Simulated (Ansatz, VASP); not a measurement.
One calculation of Re, two programs

```xyz
4
Lattice="2.7664 0.0000 0.0000 -1.3832 2.3958 0.0000 0.0000 0.0000 8.7601" Properties=species:S:1:pos:R:3 pbc="T T T"
Re    1.3832    0.7986    6.5701
Re    0.0000    0.0000    4.3800
Re    0.0000    1.5972    2.1900
Re    0.0000    0.0000    0.0000
```

Alike in both runs: functional PBE; k mesh 9 × 9 × 3; occupations fermi-dirac, width 0.05 eV; no spin polarisation.

|  | VASP | Ansatz |
| --- | --- | --- |
| version | VASP 6.6.1 | Ansatz 0.2.0 |
| potentials or method | VASP PAW PBE potentials, release 64 (Re) | Ansatz PAW |
| plane-wave cutoff (eV) | 520 | 420 |
| valence electrons in the cell | 28 | 60 |
| task | single point | band structure |

```csv
,VASP,Ansatz,Ansatz less VASP
gap on the k mesh at the Fermi level (eV),none,none,-
pressure (GPa),11.2,11.5,+0.29
"traceless stress, the component that is largest in VASP (GPa)",5.29,5.45,+0.164
```

A gap of «none» marks a metal or a gap that the smearing closes. VASP's potentials hold 28 valence electrons a cell and Ansatz's 60, so a difference there can come from the potentials and not from the codes.

Neither program's run includes spin-orbit coupling.
